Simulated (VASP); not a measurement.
# CuPdS2 (R-3m) in VASP: further runs

CuPdS2 is run at these levels: LDA+U; tasks: single point.

All numbers are computed with VASP 6.6.1; they aren't measurements. Logs are shortened: lines on timing, memory, paths and dates and some standing lists are left out, and cuts for length are marked.

## 1. The cell of the first run

Symmetry: R-3m, No. 166, trigonal system. The conventional cell has a = 3.636 Å, b = 3.636 Å, c = 19.801 Å, α = 90.00°, β = 90.00°, γ = 120.00°. Within 3.8 Å of Cu (site symmetry -3m) lie 6 S at 2.89 Å and 6 Cu at 3.64 Å. Pd (site symmetry -3m) has 6 S at 2.48 Å within 3.3 Å. Within 3.3 Å of S (site symmetry 3m) lie 3 Pd at 2.48 Å and 3 Cu at 2.89 Å.

## 2. Single point, LDA+U, collinear spin, ferromagnetic start

INCAR

```
ALGO = Normal
EDIFF = 1E-6
ENCUT = 520
ISIF = 2
ISMEAR = 0
ISPIN = 2
LASPH = T
LCHARG = F
LDAU = T
LDAUJ = 0.7 0.7 0
LDAUL = 2 2 -1
LDAUPRINT = 1
LDAUTYPE = 1
LDAUU = 2 2 0
LMAXMIX = 4
LORBIT = 11
LREAL = F
LWAVE = F
MAGMOM = 1 2 0 0
NBANDS = 28
NELM = 150
PREC = Accurate
SIGMA = 0.05
```

KPOINTS

```
k-points
0
Gamma
  6 6 6
```

POSCAR

```
CuPdS2
1.0
    1.8180735300      1.0496652400      6.6003006700
   -1.8180735300      1.0496652400      6.6003006700
    0.0000000000     -2.0993304800      6.6003006700
Cu Pd S
1 1 2
Direct
    0.5000000000      0.5000000000      0.5000000000
    0.0000000000      0.0000000000      0.0000000000
    0.2667000000      0.2667000000      0.2667000000
    0.7333000000      0.7333000000      0.7333000000
```

Potentials or basis: VASP PAW LDA potentials, release 64 (Cu, Pd, S).

Command:

```bash
> cat potpaw_LDA.64/Cu/POTCAR potpaw_LDA.64/Pd/POTCAR potpaw_LDA.64/S/POTCAR > POTCAR
> mpirun -np 1 vasp_std > vasp.out
```

OUTCAR:

```text
EDIFF = 1E-6
   ENCUT = 520
   ISIF = 2
   ISMEAR = 0
   ISPIN = 2
   LASPH = T
   LORBIT = 11
   LREAL = F
   NELM = 150
   PREC = Accurate

 ion  position               nearest neighbor table
   1  0.500  0.500  0.500-
   2  0.000  0.000  0.000-   4 2.48   3 2.48   4 2.48   4 2.48   3 2.48   3 2.48
   3  0.267  0.267  0.267-   2 2.48   2 2.48   2 2.48
   4  0.733  0.733  0.733-   2 2.48   2 2.48   2 2.48

  LATTYP: Found a trigonal (rhomboedric) cell.
 ALAT       =     6.9261213829
 COS(alpha) =     0.8621925536

  Lattice vectors:

 A1 = (   1.8180735300,   1.0496652400,   6.6003006700)
 A2 = (  -1.8180735300,   1.0496652400,   6.6003006700)
 A3 = (   0.0000000000,  -2.0993304800,   6.6003006700)

Analysis of symmetry for initial positions (statically):
=====================================================================
 Subroutine PRICEL returns:
 Original cell was already a primitive cell.

 Routine SETGRP: Setting up the symmetry group for a
 trigonal (rhombohedral) supercell.

 Subroutine GETGRP returns: Found 12 space group operations
 (whereof 12 operations were pure point group operations)
 out of a pool of 12 trial point group operations.

The static configuration has the point symmetry D_3d.

Analysis of symmetry for dynamics (positions and initial velocities):
=====================================================================
 Subroutine PRICEL returns:
 Original cell was already a primitive cell.

 Routine SETGRP: Setting up the symmetry group for a
 trigonal (rhombohedral) supercell.

 Subroutine GETGRP returns: Found 12 space group operations
 (whereof 12 operations were pure point group operations)
 out of a pool of 12 trial point group operations.

The dynamic configuration has the point symmetry D_3d.

Analysis of structural, dynamic, and magnetic symmetry:
=====================================================================
 Subroutine PRICEL returns:
 Original cell was already a primitive cell.

 Routine SETGRP: Setting up the symmetry group for a
 trigonal (rhombohedral) supercell.

 Subroutine GETGRP returns: Found 12 space group operations
 (whereof 12 operations were pure point group operations)
 out of a pool of 12 trial point group operations.

The overall configuration has the point symmetry D_3d.

 Subroutine INISYM returns: Found 12 space group operations
 (whereof 12 operations are pure point group operations),
 and found     1 'primitive' translations

----------------------------------------------------------------------------------------

                                     Primitive cell

  volume of cell :      75.5748

  direct lattice vectors                    reciprocal lattice vectors
     1.818073530  1.049665240  6.600300670     0.275016380  0.158780781  0.050502750
    -1.818073530  1.049665240  6.600300670    -0.275016380  0.158780781  0.050502750
     0.000000000 -2.099330480  6.600300670     0.000000000 -0.317561562  0.050502750

[... 128 lines left out ...]
   NGX = 25   NGY = 25   NGZ = 25

 number of electron      33.0000004 magnetization       0.4718265

atom =   1  type =  1  l = 2

 onsite density matrix

spin component  1

  0.9423  0.0000 -0.0000 -0.0087  0.0000
  0.0000  0.9257  0.0000  0.0000 -0.0087
 -0.0000  0.0000  0.9421 -0.0000 -0.0000
 -0.0087  0.0000 -0.0000  0.9257 -0.0000
  0.0000 -0.0087 -0.0000 -0.0000  0.9423

spin component  2

  0.9423  0.0000 -0.0000 -0.0087  0.0000
  0.0000  0.9257  0.0000  0.0000 -0.0087
 -0.0000  0.0000  0.9421 -0.0000 -0.0000
 -0.0087  0.0000 -0.0000  0.9257 -0.0000
  0.0000 -0.0087 -0.0000 -0.0000  0.9423

 occupancies and eigenvectors

  o =  0.9220  v =  0.0000 -0.9189 -0.0000  0.0000 -0.3946  0.0000  0.0000  0.0000  0.0000  0.0000      0.0000  0.0000  0.0000  0.0000  0.0000  0.0000  0.0000  0.0000  0.0000  0.0000
  o =  0.9220  v = -0.3946  0.0000 -0.0000 -0.9189  0.0000  0.0000  0.0000  0.0000  0.0000  0.0000      0.0000  0.0000  0.0000  0.0000  0.0000  0.0000  0.0000  0.0000  0.0000  0.0000
  o =  0.9220  v =  0.0000  0.0000  0.0000  0.0000  0.0000  0.0000  0.9190  0.0000  0.0000  0.3943      0.0000  0.0000  0.0000  0.0000  0.0000  0.0000  0.0000  0.0000  0.0000  0.0000
  o =  0.9220  v =  0.0000  0.0000  0.0000  0.0000  0.0000  0.3943 -0.0000 -0.0000  0.9190 -0.0000      0.0000  0.0000  0.0000  0.0000  0.0000  0.0000  0.0000  0.0000  0.0000  0.0000
  o =  0.9421  v =  0.0000  0.0000 -1.0000  0.0000 -0.0000  0.0000  0.0000  0.0000  0.0000  0.0000      0.0000  0.0000  0.0000  0.0000  0.0000  0.0000  0.0000  0.0000  0.0000  0.0000
  o =  0.9421  v =  0.0000  0.0000  0.0000  0.0000  0.0000 -0.0000  0.0000 -1.0000  0.0000 -0.0000      0.0000  0.0000  0.0000  0.0000  0.0000  0.0000  0.0000  0.0000  0.0000  0.0000
  o =  0.9460  v =  0.0000 -0.3946 -0.0000  0.0000  0.9189  0.0000  0.0000  0.0000  0.0000  0.0000      0.0000  0.0000  0.0000  0.0000  0.0000  0.0000  0.0000  0.0000  0.0000  0.0000
  o =  0.9460  v = -0.9189  0.0000  0.0000  0.3946 -0.0000  0.0000  0.0000  0.0000  0.0000  0.0000      0.0000  0.0000  0.0000  0.0000  0.0000  0.0000  0.0000  0.0000  0.0000  0.0000
  o =  0.9460  v =  0.0000  0.0000  0.0000  0.0000  0.0000 -0.0000  0.3943  0.0000  0.0000 -0.9190      0.0000  0.0000  0.0000  0.0000  0.0000  0.0000  0.0000  0.0000  0.0000  0.0000
  o =  0.9460  v =  0.0000  0.0000  0.0000  0.0000  0.0000  0.9190  0.0000  0.0000 -0.3943 -0.0000      0.0000  0.0000  0.0000  0.0000  0.0000  0.0000  0.0000  0.0000  0.0000  0.0000

atom =   2  type =  2  l = 2

 onsite density matrix

spin component  1

  0.8663  0.0000  0.0000 -0.0895  0.0000
  0.0000  0.8048  0.0000  0.0000 -0.0895
  0.0000  0.0000  0.9297  0.0000 -0.0000
 -0.0895  0.0000  0.0000  0.8048 -0.0000
  0.0000 -0.0895 -0.0000 -0.0000  0.8663

spin component  2

  0.8663  0.0000  0.0000 -0.0895  0.0000
  0.0000  0.8048  0.0000  0.0000 -0.0895
  0.0000  0.0000  0.9296  0.0000 -0.0000
 -0.0895  0.0000  0.0000  0.8048 -0.0000
  0.0000 -0.0895 -0.0000 -0.0000  0.8663

 occupancies and eigenvectors

  o =  0.7409  v =  0.0000  0.8140  0.0000  0.0000  0.5809  0.0000  0.0000  0.0000  0.0000  0.0000      0.0000  0.0000  0.0000  0.0000  0.0000  0.0000  0.0000  0.0000  0.0000  0.0000
  o =  0.7409  v = -0.5809  0.0000  0.0000 -0.8140  0.0000  0.0000  0.0000  0.0000  0.0000  0.0000      0.0000  0.0000  0.0000  0.0000  0.0000  0.0000  0.0000  0.0000  0.0000  0.0000
  o =  0.7409  v =  0.0000  0.0000  0.0000  0.0000  0.0000  0.0000  0.8140  0.0000  0.0000  0.5809      0.0000  0.0000  0.0000  0.0000  0.0000  0.0000  0.0000  0.0000  0.0000  0.0000
  o =  0.7409  v =  0.0000  0.0000  0.0000  0.0000  0.0000 -0.5809  0.0000  0.0000 -0.8140  0.0000      0.0000  0.0000  0.0000  0.0000  0.0000  0.0000  0.0000  0.0000  0.0000  0.0000
  o =  0.9296  v =  0.0000  0.0000  0.0000  0.0000  0.0000  0.0000  0.0000 -1.0000 -0.0000 -0.0000      0.0000  0.0000  0.0000  0.0000  0.0000  0.0000  0.0000  0.0000  0.0000  0.0000
  o =  0.9297  v =  0.0000  0.0000 -1.0000 -0.0000 -0.0000  0.0000  0.0000  0.0000  0.0000  0.0000      0.0000  0.0000  0.0000  0.0000  0.0000  0.0000  0.0000  0.0000  0.0000  0.0000
  o =  0.9302  v =  0.0000  0.0000  0.0000  0.0000  0.0000  0.0000  0.5809  0.0000 -0.0000 -0.8140      0.0000  0.0000  0.0000  0.0000  0.0000  0.0000  0.0000  0.0000  0.0000  0.0000
  o =  0.9302  v =  0.0000  0.0000  0.0000  0.0000  0.0000 -0.8140  0.0000 -0.0000  0.5809 -0.0000      0.0000  0.0000  0.0000  0.0000  0.0000  0.0000  0.0000  0.0000  0.0000  0.0000
  o =  0.9302  v =  0.0000  0.5809  0.0000 -0.0000 -0.8140  0.0000  0.0000  0.0000  0.0000  0.0000      0.0000  0.0000  0.0000  0.0000  0.0000  0.0000  0.0000  0.0000  0.0000  0.0000
  o =  0.9302  v = -0.8140  0.0000 -0.0000  0.5809 -0.0000  0.0000  0.0000  0.0000  0.0000  0.0000      0.0000  0.0000  0.0000  0.0000  0.0000  0.0000  0.0000  0.0000  0.0000  0.0000

 number of electron      33.0000004 magnetization      -0.0000986

 Free energy of the ion-electron system (eV)
  ---------------------------------------------------
  ext. energy  EPLUGINS =         0.00000000
  ---------------------------------------------------
  free energy    TOTEN  =       -18.76145266 eV

  energy without entropy =      -18.75758658  energy(sigma->0) =      -18.75951962

 E-fermi :   5.0142     XC(G=0): -10.7143

 val. band max:        5.0117424982   @ k =   0.5000   0.3333   0.1667
 cond. band min:       5.0151774614   @ k =   0.1667  -0.0000  -0.0000
 fundamental gap:      0.0034349632
 Fermi energy:         5.0142262644

 spin component 1

 k-point     1 :       0.0000    0.0000    0.0000
  band No.  band energies     occupation
      1      -8.8862      1.00000
      2      -7.5043      1.00000
      3      -1.2536      1.00000
      4      -0.2146      1.00000
      5      -0.2146      1.00000
      6       1.6127      1.00000
[... 1481 lines left out ...]
     27      16.6170      0.00000
     28      17.0873      0.00000

 [... further k-points ...]
[... 5 lines left out ...]
  --------------------------------------------------------------------------------------
  -------------------------------------------------------------------------------------
  Total       -6.7012190     -6.7012190     -8.1109743      0.0000000     -0.0000000      0.0000000
  in kB     -142.0650226   -142.0650221   -171.9516614      0.0000000     -0.0000000      0.0000000
  external PRESSURE =    -152.0272354 kB  Pullay stress =       0.0000000 kB

 VOLUME and BASIS-vectors are now :
 -----------------------------------------------------------------------------
  energy-cutoff  :      520.00
  volume of cell :       75.57
      direct lattice vectors                 reciprocal lattice vectors
     1.818073530  1.049665240  6.600300670     0.275016380  0.158780781  0.050502750
    -1.818073530  1.049665240  6.600300670    -0.275016380  0.158780781  0.050502750
     0.000000000 -2.099330480  6.600300670     0.000000000 -0.317561562  0.050502750

 POSITION                                       TOTAL-FORCE (eV/Angst)
 -----------------------------------------------------------------------------------
      0.00000      0.00000      9.90045         0.000000     -0.000000     -0.000000
      0.00000      0.00000      0.00000        -0.000000      0.000000     -0.000000
      0.00000      0.00000      5.28090        -0.000000      0.000000     -0.308497
      0.00000      0.00000     14.52000        -0.000000      0.000000      0.308497
 -----------------------------------------------------------------------------------
    total drift:                                0.000000     -0.000000      0.000000

  FREE ENERGIE OF THE ION-ELECTRON SYSTEM (eV)
  ---------------------------------------------------
  free  energy   TOTEN  =       -18.7614526605 eV

  energy  without entropy=      -18.7575865760  energy(sigma->0) =      -18.75951962

 total charge

# of ion       s       p       d       tot
------------------------------------------
    1        0.282   0.097   9.338   9.717
    2        0.440   0.538   8.501   9.478
    3        1.362   2.203   0.000   3.565
    4        1.362   2.203   0.000   3.565
--------------------------------------------------
tot          3.446   5.041  17.839  26.325

 magnetization (x)

# of ion       s       p       d       tot
------------------------------------------
    1        0.000   0.000  -0.000   0.000
    2       -0.000  -0.000  -0.000  -0.000
    3       -0.000  -0.000   0.000  -0.000
    4       -0.000  -0.000   0.000  -0.000
--------------------------------------------------
tot         -0.000  -0.000  -0.000  -0.000
```

It took 19 min on 1 thread of AMD EPYC 7R13, shared host; peak memory 0.36 GiB.

Results:

```yaml
Free_energy: -18.7615 eV
Pressure: -15.2 GPa
Largest_force: 0.308 eV/Å
Net_moment: 0.00 μB per cell
Valence_electrons_inside_the_program's_atomic_spheres: Cu 9.72; Pd 9.48; S 3.56
```

Forces on the atoms (eV/Å):
```
Cu   0.000  0.000  0.000
Pd   0.000  0.000  0.000
S    0.000  0.000 -0.308
S    0.000  0.000  0.308
```

Levels at points of the mesh, in eV from the Fermi level:
Spin up:
```
           k point  band 14  band 15  band 16  band 17  band 18  band 19
(0.00, 0.00, 0.00)    -1.67    -1.03    -1.03     1.28     1.38     1.38
(0.50, 0.00, 0.00)    -1.56    -1.34    -1.21     0.10     0.77     2.57
(0.50, 0.50, 0.00)    -1.74    -1.62    -1.53     1.19     1.22     1.27
(0.50, 0.50, 0.50)    -1.82    -0.64    -0.64     1.16     1.16     3.03
```
Spin down:
```tsv
k point	band 12	band 13	band 14	band 15	band 16	band 17	band 18	band 19	band 20	band 21
(0.00, 0.00, 0.00)	-1.80	-1.80	-1.67	-1.03	-1.03	1.28	1.38	1.38	4.63	7.26
(0.50, 0.00, 0.00)	-1.99	-1.62	-1.56	-1.34	-1.21	0.10	0.77	2.57	4.15	5.22
(0.50, 0.50, 0.00)	-1.94	-1.92	-1.74	-1.62	-1.53	1.19	1.22	1.27	3.29	5.89
(0.50, 0.50, 0.50)	-1.91	-1.82	-1.82	-0.64	-0.64	1.16	1.16	3.03	4.78	5.23
```

Eigenvalues of the final occupation matrices:
```csv
site,spin,trace,eigenvalues
site 1 d,1,4.68,0.92 0.92 0.94 0.95 0.95
site 1 d,2,4.68,0.92 0.92 0.94 0.95 0.95
site 2 d,1,4.27,0.74 0.74 0.93 0.93 0.93
site 2 d,2,4.27,0.74 0.74 0.93 0.93 0.93
```

## 3. Single point, LDA+U, collinear spin, ferromagnetic start

INCAR

```
SYSTEM = CuPdS2
  ALGO = Normal
  EDIFF = 1E-6
  ENCUT = 520
  GGA = CA
  ISIF = 2
  ISMEAR = 0
  ISPIN = 2
  LASPH = .TRUE.
  LCHARG = .FALSE.
  LDAU = .TRUE.
  LDAUJ = 0.7 0.7 0
  LDAUL = 2 2 -1
  LDAUPRINT = 1
  LDAUTYPE = 1
  LDAUU = 2 2 0
  LMAXMIX = 4
  LORBIT = 11
  LREAL = .FALSE.
  LWAVE = .FALSE.
  MAGMOM = 0.33 0.9 0.58 0.58
  NBANDS = 28
  NELM = 150
  NUPDOWN = 2.7
  PREC = Accurate
  SIGMA = 0.05
```

KPOINTS

```
k-points
0
G
  6 6 6
  0 0 0
```

POSCAR is that of step 2.

Potentials or basis: VASP PAW LDA potentials, release 64 (Cu, Pd, S).

Command:

```bash
> cat potpaw_LDA.64/Cu/POTCAR potpaw_LDA.64/Pd/POTCAR potpaw_LDA.64/S/POTCAR > POTCAR
> mpirun -np 1 vasp_std > vasp.out
```

OUTCAR:

```text
SYSTEM = CuPdS2
   EDIFF = 1E-6
   ENCUT = 520
   GGA = CA
   ISIF = 2
   ISMEAR = 0
   ISPIN = 2
   LASPH = .TRUE.
   LORBIT = 11
   LREAL = .FALSE.
   NELM = 150
   NUPDOWN = 2.7
   PREC = Accurate

 ion  position               nearest neighbor table
   1  0.500  0.500  0.500-
   2  0.000  0.000  0.000-   4 2.48   3 2.48   4 2.48   4 2.48   3 2.48   3 2.48
   3  0.267  0.267  0.267-   2 2.48   2 2.48   2 2.48
   4  0.733  0.733  0.733-   2 2.48   2 2.48   2 2.48

  LATTYP: Found a trigonal (rhomboedric) cell.
 ALAT       =     6.9261213829
[... 1788 lines left out ...]
      direct lattice vectors                 reciprocal lattice vectors
     1.818073530  1.049665240  6.600300670     0.275016380  0.158780781  0.050502750
    -1.818073530  1.049665240  6.600300670    -0.275016380  0.158780781  0.050502750
     0.000000000 -2.099330480  6.600300670     0.000000000 -0.317561562  0.050502750

 POSITION                                       TOTAL-FORCE (eV/Angst)
 -----------------------------------------------------------------------------------
      0.00000      0.00000      9.90045        -0.000000      0.000000      0.000000
      0.00000      0.00000      0.00000         0.000000      0.000000     -0.000000
      0.00000      0.00000      5.28090         0.000000     -0.000000     -1.245604
      0.00000      0.00000     14.52000         0.000000     -0.000000      1.245604
 -----------------------------------------------------------------------------------
    total drift:                                0.000000     -0.000000      0.000000

  FREE ENERGIE OF THE ION-ELECTRON SYSTEM (eV)
  ---------------------------------------------------
  free  energy   TOTEN  =       -17.3792448662 eV

  energy  without entropy=      -17.3720986047  energy(sigma->0) =      -17.37567174

 total charge

# of ion       s       p       d       tot
------------------------------------------
    1        0.266   0.113   9.293   9.671
    2        0.439   0.498   8.554   9.491
    3        1.361   2.215   0.000   3.575
    4        1.361   2.215   0.000   3.575
--------------------------------------------------
tot          3.426   5.040  17.847  26.313

 magnetization (x)

# of ion       s       p       d       tot
------------------------------------------
    1        0.037   0.027   0.230   0.295
    2       -0.005   0.045   0.843   0.883
    3        0.031   0.422   0.000   0.453
    4        0.031   0.422   0.000   0.453
--------------------------------------------------
tot          0.094   0.916   1.074   2.085
```

Wall time 18 min (1 thread of AMD EPYC 7R13, shared host); peak memory 0.36 GiB.

What came out:

```yaml
Free_energy: -17.3792 eV
Pressure: -10.5 GPa
Largest_force: 1.246 eV/Å
Net_moment: 2.70 μB per cell
Site_moments: Cu +0.29; Pd +0.88; S +0.45 μB
Valence_electrons_inside_the_program's_atomic_spheres: Cu 9.67; Pd 9.49; S 3.58
```

Forces in eV/Å, atoms in the order of the input:
```
Cu   0.000  0.000  0.000
Pd   0.000  0.000  0.000
S    0.000  0.000 -1.246
S    0.000  0.000  1.246
```

Eigenvalues of the final occupation matrices:
| site | spin | trace | eigenvalues |
| --- | --- | --- | --- |
| site 1 d | 1 | 4.77 | 0.95 0.95 0.95 0.96 0.96 |
| site 1 d | 2 | 4.54 | 0.86 0.86 0.94 0.94 0.94 |
| site 2 d | 1 | 4.72 | 0.93 0.93 0.94 0.96 0.96 |
| site 2 d | 2 | 3.88 | 0.60 0.60 0.88 0.89 0.89 |

Caveat: the total moment is fixed, so each spin has its own Fermi level; a cell with one magnetic atom can't hold antiferromagnetic order, which such compounds often take; forces of over 1 eV/Å act on the atoms, so gaps and moduli don't describe the material at rest.
